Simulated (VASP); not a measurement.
# CO2 in VASP: further runs

Runs on CO2. Level: PBE+D3(BJ). Tasks: single point.

Everything below comes from runs of VASP 6.6.1. Logs are shortened: lines on timing, memory, paths and dates and some standing lists are left out, and cuts for length are marked.

## 1. The cell of the first run

The cell holds a molecule in a box, 3 atoms: a = 10.900 Å, b = 9.200 Å, c = 10.700 Å, α = 90.00°, β = 90.00°, γ = 90.00°.

## 2. Single point, PBE+D3(BJ)

INCAR reads:

```
SYSTEM = CO2
ALGO = Normal
EDIFF = 1E-6
ENCUT = 1000
GGA = PE
GGA_COMPAT = .FALSE.
ISIF = 2
ISMEAR = 0
IVDW = 12
LASPH = .TRUE.
LCHARG = .FALSE.
LREAL = .FALSE.
LWAVE = .FALSE.
NBANDS = 15
NELM = 120
NELMDL = -8
PREC = Accurate
SIGMA = 0.01
```

KPOINTS reads:

```
k-points
0
G
  1 1 1
  0 0 0
```

POSCAR reads:

```
CO2
1.0
   10.9000000000      0.0000000000      0.0000000000
    0.0000000000      9.2000000000      0.0000000000
    0.0000000000      0.0000000000     10.7000000000
C O
1 2
Direct
    0.5000000000      0.4997750500      0.5000000000
    0.5891285423      0.5002249500      0.4391862549
    0.4108714577      0.5002249500      0.5608137451
```

Potentials or basis: VASP PAW PBE potentials, release 64 (C_h, O_h).

The run is started by

```
> cat potpaw_PBE.64/C_h/POTCAR potpaw_PBE.64/O_h/POTCAR > POTCAR
> mpirun -np 1 vasp_gam > vasp.out
```

OUTCAR:

```text
SYSTEM = CO2
   EDIFF = 1E-6
   ENCUT = 1000
   GGA = PE
   ISIF = 2
   ISMEAR = 0
   IVDW = 12
   LASPH = .TRUE.
   LREAL = .FALSE.
   NELM = 120
   NELMDL = -8
   PREC = Accurate
 IVDW          = 12

 ion  position               nearest neighbor table
   1  0.500  0.500  0.500-   2 1.17   3 1.17
   2  0.589  0.500  0.439-   1 1.17
   3  0.411  0.500  0.561-   1 1.17

  LATTYP: Found a simple orthorhombic cell.
 ALAT       =     9.2000000000
 B/A-ratio  =     1.1630434783
 C/A-ratio  =     1.1847826087

  Lattice vectors:

 A1 = (   0.0000000000,   9.2000000000,   0.0000000000)
 A2 = (   0.0000000000,   0.0000000000,  10.7000000000)
 A3 = (  10.9000000000,   0.0000000000,   0.0000000000)

Analysis of symmetry for initial positions (statically):
=====================================================================
 Subroutine PRICEL returns:
 Original cell was already a primitive cell.

 Routine SETGRP: Setting up the symmetry group for a
 simple orthorhombic supercell.

 Subroutine GETGRP returns: Found  2 space group operations
 (whereof  2 operations were pure point group operations)
 out of a pool of  8 trial point group operations.

The static configuration has the point symmetry C_2 .

Analysis of symmetry for dynamics (positions and initial velocities):
=====================================================================
 Subroutine PRICEL returns:
 Original cell was already a primitive cell.

 Routine SETGRP: Setting up the symmetry group for a
 simple orthorhombic supercell.

 Subroutine GETGRP returns: Found  2 space group operations
 (whereof  2 operations were pure point group operations)
 out of a pool of  8 trial point group operations.

The dynamic configuration has the point symmetry C_2 .

 Subroutine INISYM returns: Found  2 space group operations
 (whereof  2 operations are pure point group operations),
 and found     1 'primitive' translations

----------------------------------------------------------------------------------------

                                     Primitive cell

  volume of cell :    1072.9960

  direct lattice vectors                    reciprocal lattice vectors
    10.900000000  0.000000000  0.000000000     0.091743119  0.000000000  0.000000000
[... 63 lines left out ...]
   NELM   =    120;   NELMIN=  2; NELMDL= -8     # of ELM steps
   EDIFF  = 0.1E-05   stopping-criterion for ELM
   LREAL  =      F    real-space projection
   EDIFFG = 0.1E-04   stopping-criterion for IOM
   NSW    =      0    number of steps for IOM
   IBRION =     -1    ionic relax: 0-MD 1-quasi-New 2-CG
   NFREE  =      0    steps in history (QN), initial steepest desc. (CG)
   ISIF   =      2    stress and relaxation
   ISYM   =      2    0-nonsym 1-usesym 2-fastsym
   POTIM  = 0.5000    time-step for ionic-motion
   TEBEG  =    0.0;   TEEND  =   0.0 temperature during run
   PSTRESS=    0.0 pullay stress
   NELECT =      16.0000    total number of electrons
   NUPDOWN=      -1.0000    fix difference up-down
   EMIN   =  10.00;   EMAX   =-10.00  energy-range for DOS
   EFERMI =   0.00;   METHOD = LEGACY
   ISMEAR =     0;   SIGMA  =   0.01  broadening in eV -4-tet -1-fermi 0-gaus
   EFERMI_NEDOS =   21; number of points for ismear=-14 and -15
   IALGO  =     38    algorithm
   IMIX   =      4    mixing-type and parameters
     AMIX     =   0.40;   BMIX     =  1.00
     AMIX_MAG =   1.60;   BMIX_MAG =  1.00
  volume/ion in A,a.u.               =     357.67      2413.64
  Fermi-wavevector in a.u.,A,eV,Ry     =   0.402948  0.761461  2.209136  0.162367
  Thomas-Fermi vector in A             =   1.353562
   LORBIT       =      0    0 simple, 1 ext, 2 COOP (PROOUT), +10 PAW based schemes
   GGA     = PE    functional components
   LHFCALC =     F    Hartree Fock is set to
   AEXX    =    0.0000 exact exchange contribution
   IVDW    =    12    specifies the selected vdW correction
   LEPSILON=     F    determine dielectric tensor
   LRPA    =     F    only Hartree local field effects (RPA)
 non-spin polarized calculation
 Gauss-broadening in eV      SIGMA  =   0.01
  energy-cutoff  :     1000.00
  volume of cell :     1073.00
 maximum number of plane-waves:     38541
   NGX = 57   NGY = 47   NGZ = 55

 number of electron      16.0000000 magnetization

 Free energy of the ion-electron system (eV)
  ---------------------------------------------------
  ext. energy  EPLUGINS =         0.00000000
  ---------------------------------------------------
  free energy    TOTEN  =       -23.23162072 eV

  energy without entropy =      -23.23162072  energy(sigma->0) =      -23.23162072

 E-fermi :  -8.7931     XC(G=0):  -0.6886

 val. band max:       -8.8414890777   @ k =   0.0000   0.0000   0.0000
 cond. band min:      -0.8472055223   @ k =   0.0000   0.0000   0.0000
 fundamental gap:      7.9942835553
 Fermi energy:        -8.7930594081

 k-point     1 :       0.0000    0.0000    0.0000
  band No.  band energies     occupation
      1     -28.9112      2.00000
      2     -27.9053      2.00000
      3     -13.5990      2.00000
      4     -12.4483      2.00000
      5     -12.4478      2.00000
      6     -12.4457      2.00000
      7      -8.8419      2.00000
      8      -8.8415      2.00000
      9      -0.8472      0.00000
     10      -0.2293      0.00000
     11      -0.2281      0.00000
     12       0.6158      0.00000
     13       1.0114      0.00000
     14       1.0561      0.00000
     15       1.2585      0.00000

------------------------ aborting loop because EDIFF is reached ----------------------------------------

 Edisp (eV)   -0.02587

 E8    (eV) :    -0.0078

  FORCE on cell =-STRESS in cart. coord.  units (eV):
  Direction    XX          YY          ZZ          XY          YZ          ZX
  --------------------------------------------------------------------------------------
  -------------------------------------------------------------------------------------
  Total       0.21657    -0.01012     0.08965     0.00000     0.00000    -0.15397
  in kB       0.32338    -0.01512     0.13387     0.00000     0.00000    -0.22990
  external pressure =        0.15 kB  Pullay stress =        0.00 kB

 VOLUME and BASIS-vectors are now :
 -----------------------------------------------------------------------------
  energy-cutoff  :     1000.00
  volume of cell :     1073.00
      direct lattice vectors                 reciprocal lattice vectors
    10.900000000  0.000000000  0.000000000     0.091743119  0.000000000  0.000000000
     0.000000000  9.200000000  0.000000000     0.000000000  0.108695652  0.000000000
     0.000000000  0.000000000 10.700000000     0.000000000  0.000000000  0.093457944

 POSITION                                       TOTAL-FORCE (eV/Angst)
 -----------------------------------------------------------------------------------
      5.45000      4.59793      5.35000         0.000000      0.053980      0.000000
      6.42150      4.60207      4.69929         0.119299     -0.026990     -0.079492
      4.47850      4.60207      6.00071        -0.119299     -0.026990      0.079492
 -----------------------------------------------------------------------------------
    total drift:                                0.000000      0.000044      0.000000

  FREE ENERGIE OF THE ION-ELECTRON SYSTEM (eV)
  ---------------------------------------------------
  free  energy   TOTEN  =       -23.2574940693 eV

  energy  without entropy=      -23.2574940693  energy(sigma->0) =      -23.25749407
```

OSZICAR:

```text
N       E                     dE             d eps       ncg     rms          rms(c)
DAV:   1     0.254432246290E+03    0.25443E+03   -0.50916E+03    30   0.102E+03
DAV:   2     0.102228681439E+03   -0.15220E+03   -0.14812E+03    53   0.139E+02
DAV:   3    -0.144931389848E+02   -0.11672E+03   -0.11107E+03    60   0.130E+02
[... 14 lines left out ...]
DAV:  18    -0.232315229036E+02   -0.28744E-03   -0.19475E-05    30   0.197E-02    0.204E-03
DAV:  19    -0.232315888729E+02   -0.65969E-04   -0.27148E-06    37   0.801E-03    0.133E-03
DAV:  20    -0.232316092204E+02   -0.20347E-04   -0.59019E-07    22   0.404E-03    0.757E-04
DAV:  21    -0.232316198186E+02   -0.10598E-04   -0.47671E-07    29   0.405E-03    0.631E-04
DAV:  22    -0.232316207191E+02   -0.90058E-06   -0.22514E-07    29   0.277E-03
   1 F= -.23257494E+02 E0= -.23257494E+02  d E =-.617468E-12
```

Run time: 3.9 min. Hardware: 1 thread of Intel Xeon Platinum 8375C at 2.90GHz (Ice Lake), shared host; peak memory 1.6 GiB.

What came out:

| Item | Value |
| --- | --- |
| Free energy | -23.2575 eV |
| Largest force | 0.146 eV/Å |
| Gap between the frontier levels | 7.99 eV |
| Dispersion energy per atom | -0.009 eV |

Forces on the atoms (eV/Å):
```
C    0.000  0.054  0.000
O    0.119 -0.027 -0.079
O   -0.119 -0.027  0.079
```

## 3. Single point, PBE+D3(BJ)

INCAR reads:

```
SYSTEM = CO2
ALGO     = Normal         ! electronic algorithm
EDIFF    = 1E-6           ! SCF threshold, eV
ENCUT    = 1000           ! plane-wave cutoff, eV
GGA      = PE             ! functional
GGA_COMPAT= .False.      
ISIF     = 2              ! what is computed and relaxed
ISMEAR   = 0              ! smearing method
IVDW     = 12             ! dispersion correction
LASPH    = .True.         ! aspherical terms in the spheres
LCHARG   = .False.        ! write CHGCAR
LREAL    = .False.        ! projectors in reciprocal space
LWAVE    = .False.        ! write WAVECAR
NBANDS   = 15             ! bands
NELM     = 120            ! most SCF steps
NELMDL   = -8           
PREC     = Accurate       ! precision mode
SIGMA    = 0.01           ! smearing width, eV
```

KPOINTS reads:

```
k-points
0
Gamma
  1 1 1
  0 0 0
```

POSCAR reads:

```
CO2
1.0
   10.9000000000      0.0000000000      0.0000000000
    0.0000000000      9.2000000000      0.0000000000
    0.0000000000      0.0000000000     10.7000000000
C O
1 2
Direct
    0.5000000000      0.5000750256      0.5000000000
    0.5892273665      0.5000749622      0.4391163821
    0.4107726335      0.5000749622      0.5608836179
```

Potentials or basis: VASP PAW PBE potentials, release 64 (C_h, O_h).

The run is started by

```
> cat potpaw_PBE.64/C_h/POTCAR potpaw_PBE.64/O_h/POTCAR > POTCAR
> mpirun -np 1 vasp_gam > vasp.out
```

Run time: 3.4 min. Hardware: 1 thread of AMD EPYC 7R13 (Zen 3), shared host; peak memory 1.6 GiB.

It converged, with:

| Item | Value |
| --- | --- |
| Free energy | -23.2578 eV |
| Largest force | 0.009 eV/Å |
| Gap between the frontier levels | 7.99 eV |
| Dispersion energy per atom | -0.009 eV |

Forces in eV/Å, atoms in the order of the input:
```
C    0.000  0.000  0.000
O    0.007  0.000 -0.004
O   -0.007  0.000  0.004
```

Levels at points of the mesh, in eV from the valence-band top:
| k point | band 5 | band 6 | band 7 | band 8 | band 9 | band 10 | band 11 | band 12 |
| --- | --- | --- | --- | --- | --- | --- | --- | --- |
| (0.00, 0.00, 0.00) | -3.60 | -3.60 | 0.00 | 0.00 | 7.99 | 8.59 | 8.59 | 9.45 |
